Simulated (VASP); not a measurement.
# Te (C2/m) in VASP: further runs

Runs on Te. Level: PBEsol. Tasks: single point.

Everything below comes from runs of VASP 6.6.1. Logs are shortened: lines on timing, memory, paths and dates and some standing lists are left out, and cuts for length are marked.

## 1. The cell of the first run

It takes space group C2/m (No. 12, monoclinic). The conventional cell has a = 7.537 Å, b = 4.238 Å, c = 5.896 Å, α = 90.00°, β = 90.90°, γ = 90.00°. Te (site symmetry 2/m) has 6 Te at 3.05 to 3.26 Å within 4.0 Å. Within 3.9 Å of Te (site symmetry m) lie 6 Te at 2.99 to 3.42 Å.

## 2. Single point, PBEsol

INCAR

```
SYSTEM = Te
  PREC = Accurate
  ENCUT = 520
  EDIFF = 1E-6
  ISMEAR = -1
  SIGMA = 0.05
  LREAL = .FALSE.
  LASPH = .TRUE.
  NELM = 100
  ALGO = Normal
  ISIF = 2
  LWAVE = .FALSE.
  LCHARG = .FALSE.
  GGA = PS
  NBANDS = 16
```

KPOINTS

```
Automatic mesh
0
G
  7 7 5
  0 0 0
```

POSCAR

```
Te
1.0
    3.7686575664     -2.1191692761      0.0000000000
    3.7686575664      2.1191692761      0.0000000000
   -0.0930165102      0.0000000000      5.8953227704
Te
3
Direct
    0.0000000000      0.0000000000      0.0000000000
    0.3094466100      0.3094466100      0.3388094900
    0.6905533900      0.6905533900      0.6611905100
```

Potentials or basis: VASP PAW PBE potentials, release 64 (Te).

Command:

```sh
> cat potpaw_PBE.64/Te/POTCAR > POTCAR
> mpirun -np 1 vasp_std > vasp.out
```

OUTCAR:

```text
SYSTEM = Te
   PREC = Accurate
   ENCUT = 520
   EDIFF = 1E-6
   ISMEAR = -1
   LREAL = .FALSE.
   LASPH = .TRUE.
   NELM = 100
   ISIF = 2
   GGA = PS

 ion  position               nearest neighbor table
   1  0.000  0.000  0.000-   2 3.05   3 3.05   3 3.26   3 3.26   2 3.26   2 3.26
   2  0.309  0.309  0.339-   3 2.99   3 2.99   1 3.05   1 3.26   1 3.26   3 3.42
   3  0.691  0.691  0.661-   2 2.99   2 2.99   1 3.05   1 3.26   1 3.26   2 3.42

  LATTYP: Found a base centered monoclinic cell.
 ALAT       =     7.5373151328
 B/A-ratio  =     0.5623140969
 C/A-ratio  =     0.7822489081
 COS(beta)  =    -0.0157760547

  Lattice vectors:

 A1 = (   3.7686575664,  -2.1191692761,   0.0000000000)
 A2 = (   3.7686575664,   2.1191692761,   0.0000000000)
 A3 = (  -0.0930165102,   0.0000000000,   5.8953227704)

Analysis of symmetry for initial positions (statically):
=====================================================================
 Subroutine PRICEL returns:
 Original cell was already a primitive cell.

 Routine SETGRP: Setting up the symmetry group for a
 base centered monoclinic supercell.

 Subroutine GETGRP returns: Found  4 space group operations
 (whereof  4 operations were pure point group operations)
 out of a pool of  4 trial point group operations.

The static configuration has the point symmetry C_2h.

Analysis of symmetry for dynamics (positions and initial velocities):
=====================================================================
 Subroutine PRICEL returns:
 Original cell was already a primitive cell.

 Routine SETGRP: Setting up the symmetry group for a
 base centered monoclinic supercell.

 Subroutine GETGRP returns: Found  4 space group operations
 (whereof  4 operations were pure point group operations)
 out of a pool of  4 trial point group operations.

The dynamic configuration has the point symmetry C_2h.

 Subroutine INISYM returns: Found  4 space group operations
 (whereof  4 operations are pure point group operations),
 and found     1 'primitive' translations

----------------------------------------------------------------------------------------

                                     Primitive cell

  volume of cell :      94.1651

  direct lattice vectors                    reciprocal lattice vectors
     3.768657566 -2.119169276  0.000000000     0.132673237 -0.235941510  0.002093321
     3.768657566  2.119169276  0.000000000     0.132673237  0.235941510  0.002093321
    -0.093016510  0.000000000  5.895322770     0.000000000  0.000000000  0.169625997

  length of vectors
     4.323616342  4.323616342  5.896056533     0.270693491  0.270693491  0.169625997

  position of ions in fractional coordinates (direct lattice)
     0.000000000  0.000000000  0.000000000
     0.309446610  0.309446610  0.338809490
     0.690553390  0.690553390  0.661190510

  ion indices of the primitive-cell ions
   primitive index   ion index
                 1           1
                 2           2
                 3           3

----------------------------------------------------------------------------------------

 KPOINTS: Automatic mesh

Automatic generation of k-mesh.
 Grid dimensions read from file:
 generate k-points for:    7    7    5

 Generating k-lattice:

  Cartesian coordinates                     Fractional coordinates (reciprocal lattice)
     0.018953320 -0.033705930  0.000299046     0.142857143  0.000000000 -0.000000000
     0.018953320  0.033705930  0.000299046     0.000000000  0.142857143 -0.000000000
     0.000000000  0.000000000  0.033925199     0.000000000  0.000000000  0.200000000

  Length of vectors
     0.038670499  0.038670499  0.033925199

  Shift w.r.t. Gamma in fractional coordinates (k-lattice)
     0.000000000  0.000000000  0.000000000

 Subroutine IBZKPT returns following result:
 ===========================================

 Found     72 irreducible k-points:

 Following reciprocal coordinates:
            Coordinates               Weight
  0.000000  0.000000  0.000000      1.000000
  0.142857  0.000000 -0.000000      4.000000
  0.285714  0.000000  0.000000      4.000000
  0.428571 -0.000000  0.000000      4.000000
  0.142857  0.142857 -0.000000      2.000000
  0.285714  0.142857  0.000000      4.000000
[... 16 lines left out ...]
 -0.142857  0.000000  0.200000      4.000000
  0.142857  0.142857  0.200000      2.000000
 [... further k-points ...]
   k-points           NKPTS =     72   k-points in BZ     NKDIM =     72   number of bands    NBANDS=     16
   number of dos      NEDOS =    301   number of ions     NIONS =      3
   total plane-waves  NPLWV =  49152
   dimension x,y,z NGX =    32 NGY =   32 NGZ =   48
   dimension x,y,z NGXF=    64 NGYF=   64 NGZF=   96
   ions per type =               3
   NGX,Y,Z   is equivalent  to a cutoff of  12.30, 12.30, 13.53 a.u.
   NGXF,Y,Z  is equivalent  to a cutoff of  24.61, 24.61, 27.07 a.u.
 SYSTEM =  Te
   PREC   = accura    normal or accurate (medium, high low for compatibility)
   ISTART =      0    job   : 0-new  1-cont  2-samecut
   ICHARG =      2    charge: 1-file 2-atom 10-const
   ISPIN  =      1    spin polarized calculation?
   LNONCOLLINEAR =      F non collinear calculations
   LSORBIT =      F    spin-orbit coupling
   LASPH  =      T    aspherical Exc in radial PAW
   ENCUT  =  520.0 eV  38.22 Ry    6.18 a.u.   8.04  8.04 10.96*2*pi/ulx,y,z
   NELM   =    100;   NELMIN=  2; NELMDL= -5     # of ELM steps
   EDIFF  = 0.1E-05   stopping-criterion for ELM
   LREAL  =      F    real-space projection
   EDIFFG = 0.1E-04   stopping-criterion for IOM
   NSW    =      0    number of steps for IOM
   IBRION =     -1    ionic relax: 0-MD 1-quasi-New 2-CG
   NFREE  =      0    steps in history (QN), initial steepest desc. (CG)
   ISIF   =      2    stress and relaxation
   ISYM   =      2    0-nonsym 1-usesym 2-fastsym
   POTIM  = 0.5000    time-step for ionic-motion
   TEBEG  =    0.0;   TEEND  =   0.0 temperature during run
   PSTRESS=    0.0 pullay stress
   NELECT =      18.0000    total number of electrons
   NUPDOWN=      -1.0000    fix difference up-down
   EMIN   =  10.00;   EMAX   =-10.00  energy-range for DOS
   EFERMI =   0.00;   METHOD = LEGACY
   ISMEAR =    -1;   SIGMA  =   0.05  broadening in eV -4-tet -1-fermi 0-gaus
   EFERMI_NEDOS =   21; number of points for ismear=-14 and -15
   IALGO  =     38    algorithm
   IMIX   =      4    mixing-type and parameters
     AMIX     =   0.40;   BMIX     =  1.00
     AMIX_MAG =   1.60;   BMIX_MAG =  1.00
  volume/ion in A,a.u.               =      31.39       211.82
  Fermi-wavevector in a.u.,A,eV,Ry     =   0.943052  1.782110 12.100305  0.889347
  Thomas-Fermi vector in A             =   2.070722
   LORBIT       =      0    0 simple, 1 ext, 2 COOP (PROOUT), +10 PAW based schemes
   GGA     = PS    functional components
   LHFCALC =     F    Hartree Fock is set to
   AEXX    =    0.0000 exact exchange contribution
   IVDW    =     0    specifies the selected vdW correction
   LEPSILON=     F    determine dielectric tensor
   LRPA    =     F    only Hartree local field effects (RPA)
 non-spin polarized calculation
  energy-cutoff  :      520.00
  volume of cell :       94.17
 maximum number of plane-waves:      2552
   NGX = 17   NGY = 17   NGZ = 21

 number of electron      18.0000001 magnetization

 Free energy of the ion-electron system (eV)
  ---------------------------------------------------
  ext. energy  EPLUGINS =         0.00000000
  ---------------------------------------------------
  free energy    TOTEN  =       -10.49697706 eV

  energy without entropy =      -10.48940479  energy(sigma->0) =      -10.49319092

 E-fermi :   6.8832     XC(G=0):  -9.6046

 val. band max:        6.8753066075   @ k =   0.4286   0.2857   0.2000
 cond. band min:       6.9130405024   @ k =   0.0000   0.0000   0.4000
 fundamental gap:      0.0377338949
 Fermi energy:         6.8831990734

 k-point     1 :       0.0000    0.0000    0.0000
  band No.  band energies     occupation
      1      -7.1626      2.00000
      2      -3.7739      2.00000
      3      -3.6124      2.00000
      4       4.0109      2.00000
      5       4.0280      2.00000
      6       4.5906      2.00000
[... 8 lines left out ...]
     15      12.8554      0.00000
     16      12.8813      0.00000

 k-point     2 :       0.1429    0.0000   -0.0000
  band No.  band energies     occupation
      1      -6.9828      2.00000
      2      -3.7454      2.00000
      3      -3.6127      2.00000
      4       2.6840      2.00000
      5       3.3636      2.00000
      6       3.7624      2.00000
[... 8 lines left out ...]
     15      12.6973      0.00000
     16      13.3433      0.00000

 k-point     3 :       0.2857    0.0000    0.0000
  band No.  band energies     occupation
      1      -6.4598      2.00000
      2      -3.9831      2.00000
      3      -3.4969      2.00000
      4       1.7020      2.00000
      5       2.4894      2.00000
      6       3.0488      2.00000
[... 8 lines left out ...]
     15      13.3641      0.00000
     16      14.5376      0.00000

 k-point     4 :       0.4286   -0.0000    0.0000
  band No.  band energies     occupation
      1      -5.6627      2.00000
      2      -4.7005      2.00000
      3      -3.3496      2.00000
      4       1.7480      2.00000
      5       2.0088      2.00000
      6       2.6442      2.00000
[... 8 lines left out ...]
     15      15.0245      0.00000
     16      15.7932      0.00000

 k-point     5 :       0.1429    0.1429   -0.0000
  band No.  band energies     occupation
      1      -6.9968      2.00000
      2      -3.7914      2.00000
      3      -3.5657      2.00000
      4       2.6391      2.00000
      5       3.5426      2.00000
      6       3.6102      2.00000
[... 8 lines left out ...]
     15      12.8643      0.00000
     16      13.4613      0.00000

 k-point     6 :       0.2857    0.1429    0.0000
  band No.  band energies     occupation
      1      -6.6601      2.00000
      2      -3.8257      2.00000
      3      -3.5768      2.00000
      4       2.0600      2.00000
      5       2.1848      2.00000
      6       3.9982      2.00000
[... 8 lines left out ...]
     15      13.5730      0.00000
     16      14.1710      0.00000

 k-point     7 :       0.4286    0.1429    0.0000
  band No.  band energies     occupation
      1      -6.0101      2.00000
      2      -4.2060      2.00000
      3      -3.5848      2.00000
      4       1.7238      2.00000
      5       1.8999      2.00000
      6       3.1974      2.00000
[... 8 lines left out ...]
     15      14.6069      0.00000
     16      15.5494      0.00000

 k-point     8 :      -0.4286    0.1429    0.0000
  band No.  band energies     occupation
      1      -5.2114      2.00000
      2      -4.9741      2.00000
      3      -3.5449      2.00000
      4       1.9456      2.00000
      5       2.1932      2.00000
      6       2.5962      2.00000
[... 8 lines left out ...]
     15      14.1058      0.00000
     16      15.8544      0.00000

 k-point     9 :      -0.2857    0.1429   -0.0000
  band No.  band energies     occupation
      1      -5.9425      2.00000
      2      -4.2785      2.00000
      3      -3.5652      2.00000
      4       1.6860      2.00000
      5       1.9862      2.00000
      6       3.2128      2.00000
[... 8 lines left out ...]
     15      14.4004      0.00000
     16      15.4756      0.00000
[... 172 lines left out ...]
 k-point    19 :       0.2857    0.0000    0.2000
  band No.  band energies     occupation
      1      -6.3040      2.00000
      2      -4.7072      2.00000
      3      -2.8201      2.00000
      4       1.4287      2.00000
      5       2.2909      2.00000
      6       3.1391      2.00000
[... 8 lines left out ...]
     15      13.8369      0.00000
     16      14.3737      0.00000

 k-point    20 :       0.4286   -0.0000    0.2000
  band No.  band energies     occupation
      1      -5.4753      2.00000
      2      -4.9606      2.00000
      3      -3.2626      2.00000
      4       1.0096      2.00000
      5       2.0322      2.00000
      6       2.8177      2.00000
[... 8 lines left out ...]
     15      14.6857      0.00000
     16      15.3825      0.00000

 k-point    21 :      -0.4286    0.0000    0.2000
  band No.  band energies     occupation
      1      -5.6497      2.00000
      2      -4.4338      2.00000
      3      -3.7765      2.00000
      4       1.6987      2.00000
      5       2.2708      2.00000
      6       2.8379      2.00000
[... 8 lines left out ...]
     15      14.4458      0.00000
     16      15.0294      0.00000

 k-point    22 :      -0.2857   -0.0000    0.2000
  band No.  band energies     occupation
      1      -6.3554      2.00000
      2      -4.3799      2.00000
      3      -3.3148      2.00000
      4       2.3991      2.00000
      5       3.0866      2.00000
      6       3.1508      2.00000
[... 8 lines left out ...]
     15      12.8812      0.00000
     16      13.2830      0.00000

 k-point    23 :      -0.1429    0.0000    0.2000
  band No.  band energies     occupation
      1      -6.8470      2.00000
      2      -4.7219      2.00000
      3      -2.6611      2.00000
      4       2.8318      2.00000
      5       3.8012      2.00000
      6       3.9092      2.00000
[... 8 lines left out ...]
     15      12.2405      0.00000
     16      12.6441      0.00000

 k-point    24 :       0.1429    0.1429    0.2000
  band No.  band energies     occupation
      1      -6.8493      2.00000
      2      -4.7764      2.00000
      3      -2.6024      2.00000
      4       2.7480      2.00000
      5       3.8088      2.00000
      6       4.1780      2.00000
[... 8 lines left out ...]
     15      12.3343      0.00000
     16      12.7107      0.00000

 [... further k-points ...]

------------------------ aborting loop because EDIFF is reached ----------------------------------------

  FORCE on cell =-STRESS in cart. coord.  units (eV):
  Direction    XX          YY          ZZ          XY          YZ          ZX
  --------------------------------------------------------------------------------------
  -------------------------------------------------------------------------------------
  Total        0.0017323      0.2074483      0.3250317      0.0000000      0.0000000     -0.0076550
  in kB        0.0294737      3.5296415      5.5302713      0.0000000      0.0000000     -0.1302464
  external PRESSURE =       3.0297955 kB  Pullay stress =       0.0000000 kB

 VOLUME and BASIS-vectors are now :
 -----------------------------------------------------------------------------
  energy-cutoff  :      520.00
  volume of cell :       94.17
      direct lattice vectors                 reciprocal lattice vectors
     3.768657566 -2.119169276  0.000000000     0.132673237 -0.235941510  0.002093321
     3.768657566  2.119169276  0.000000000     0.132673237  0.235941510  0.002093321
    -0.093016510  0.000000000  5.895322770     0.000000000  0.000000000  0.169625997

 POSITION                                       TOTAL-FORCE (eV/Angst)
 -----------------------------------------------------------------------------------
      0.00000      0.00000      0.00000         0.000000      0.000000      0.000000
      2.30088      0.00000      1.99739         0.204285      0.000000     -0.078522
      5.14342      0.00000      3.89793        -0.204285      0.000000      0.078522
 -----------------------------------------------------------------------------------
    total drift:                                0.000000     -0.000000     -0.000000

  FREE ENERGIE OF THE ION-ELECTRON SYSTEM (eV)
  ---------------------------------------------------
  free  energy   TOTEN  =       -10.4969770574 eV

  energy  without entropy=      -10.4894047924  energy(sigma->0) =      -10.49319092
```

It took 33 s on 1 thread of Intel Xeon 6975P-C (Granite Rapids), shared host; peak memory 0.25 GiB.

What came out:

```yaml
Free_energy: -10.4970 eV
Pressure: 0.3 GPa
Largest_force: 0.219 eV/Å
Band_gap_on_the_k_mesh: zero (bands 9 and 10 overlap by 0.01 eV)
```

Forces on the atoms (eV/Å):
```
Te   0.000  0.000  0.000
Te   0.204  0.000 -0.079
Te  -0.204  0.000  0.079
```

Stress tensor (GPa, compression positive):
```
 0.00  0.00 -0.01
 0.00  0.35  0.00
-0.01  0.00  0.55
```

Caveat: the PAW data sets were made with another functional, which shifts forces and pressure a little; spin-orbit coupling is left out, which moves the levels of the heavy elements.

(Part 1 of 2 ends here.)
